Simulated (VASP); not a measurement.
Write the native input for VASP 6.6.1 that does the following.

| Quantity | Value |
| --- | --- |
| Task | relaxation of cell and atoms |
| Functional | PBE |
| Dispersion | D3(BJ) |
| Potentials or basis | VASP PAW PBE potentials, release 64 (Nb_sv) |
| Cutoff | 500 eV |
| k mesh | 8 × 8 × 8 |
| Occupations | gaussian, width 0.1 eV |
| Spin | no spin polarisation |
| Dipole correction | no |
| Further INCAR settings | ALGO = Normal; EDIFF = 1e-07; IBRION = 2; EDIFFG = -0.05; NSW = 100; ISIF = 3 |

The structure of Nb lies in POSCAR:

```
Nb
1.0
   -1.6639500000      1.6639500000      1.6639500000
    1.6639500000     -1.6639500000      1.6639500000
    1.6639500000      1.6639500000     -1.6639500000
Nb
1
Direct
    0.0000000000      0.0000000000      0.0000000000
```

These files were run (other wordings do the same):

INCAR

```
PREC = Accurate
ENCUT = 500
EDIFF = 1E-7
ISMEAR = 0
SIGMA = 0.1
LREAL = F
LASPH = T
NELM = 120
ALGO = Normal
ISIF = 3
LWAVE = F
LCHARG = F
GGA = PE
IVDW = 12
IBRION = 2
NSW = 100
EDIFFG = -0.05
GGA_COMPAT = F
NELMIN = 4
```

KPOINTS

```
Automatic mesh
0
Gamma
  8 8 8
```

Potentials or basis: VASP PAW PBE potentials, release 64 (Nb_sv).

The run is started by

```sh
$ cat potpaw_PBE.64/Nb_sv/POTCAR > POTCAR
$ mpirun -np 1 vasp_std > vasp.out
```

Results of the run:

The relaxed volume is 17.49 Å³/atom. The relaxed cell is a = 2.833 Å, b = 2.833 Å, c = 2.833 Å, α = 109.47°, β = 109.47°, γ = 109.47°. The space group after relaxing (to 0.05 Å) is Im-3m (No. 229). The energy gained by relaxing is 29.1 meV/atom and the ionic steps are 3. The pressure after relaxing is -0.4 GPa and the dispersion energy per atom is -0.759 eV.

Caveat: pairwise dispersion overbinds metals, which lowers pressure and volume.

Wall time 32 s on 1 thread of Intel Xeon 8259CL (shared host), peak memory 0.15 GiB.
